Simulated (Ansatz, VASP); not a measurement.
## One calculation of LaS3, two programs

```xyz
4
Lattice="3.8684 0.0000 0.0000 -1.9342 3.3501 0.0000 0.0000 0.0000 9.5581" Properties=species:S:1:pos:R:3 pbc="T T T"
La    0.0000    0.0000    0.0000
S     0.0000    0.0000    6.9223
S     0.0000    0.0000    2.6357
S     0.0000    0.0000    4.7790
```

Alike in both runs: functional PBE; k mesh 6 × 6 × 2; occupations gaussian, width 0.1 eV; no spin polarisation.

Ansatz relaxed the structure, and its values are those at the end. VASP's run is a single point on that final structure, the one shown.

|  | VASP | Ansatz |
| --- | --- | --- |
| version | VASP 6.6.1 | Ansatz 0.2.0 |
| potentials or method | VASP PAW PBE potentials, release 64 (La, S), cutoff 500 eV | scalar-relativistic, plane waves, PAW |
| valence electrons in the cell | 29 | 29 |

Ansatz gave:

- gap on the k mesh at the Fermi level (eV): none
- pressure (GPa): 0.0
- rms of the force components (eV/Å): 0.006

Task: Which values does VASP return?

Result: gap on the k mesh at the Fermi level (eV): none; pressure (GPa): -0.2; rms of the force components (eV/Å): 0.004.

A gap of «none» marks a metal or a gap that the smearing closes.

Neither program's run includes spin-orbit coupling.
